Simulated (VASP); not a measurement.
Input of a VASP 6.6.1 run:

The input INCAR:

```
PREC = Accurate
ENCUT = 600
EDIFF = 1E-6
ISMEAR = 0
SIGMA = 0.02
LREAL = False
LASPH = True
NELM = 120
ALGO = Normal
ISIF = 2
LWAVE = False
LCHARG = False
GGA = PE
NBANDS = 19
GGA_COMPAT = False
```

File KPOINTS:

```
Automatic mesh
0
Gamma
  6 6 6
```

File POSCAR:

```
BaF2
1.0
    0.0000000000      3.1842518177      3.1842518177
    3.1842518177      0.0000000000      3.1842518177
    3.1842518177      3.1842518177      0.0000000000
Ba F
1 2
Direct
    0.0000000000      0.0000000000      0.0000000000
    0.2500000000      0.2500000000      0.2500000000
    0.7500000000      0.7500000000      0.7500000000
```

Potentials or basis: VASP PAW PBE potentials, release 64 (Ba_sv, F).

Launch:

```sh
$ cat potpaw_PBE.64/Ba_sv/POTCAR potpaw_PBE.64/F/POTCAR > POTCAR
$ mpirun -np 1 vasp_std > vasp.out
```

**Question.** What does it give for the pressure?

**Answer.** -2.1 GPa.

**Question.** Estimate the band gap on the k mesh.

**Answer.** 6.42 eV (least direct gap 6.46 eV).

Caveat: spin-orbit coupling is left out, which moves the levels of the heavy elements. Expect the measured gap to be larger: semilocal functionals such as PBE lack the derivative discontinuity.
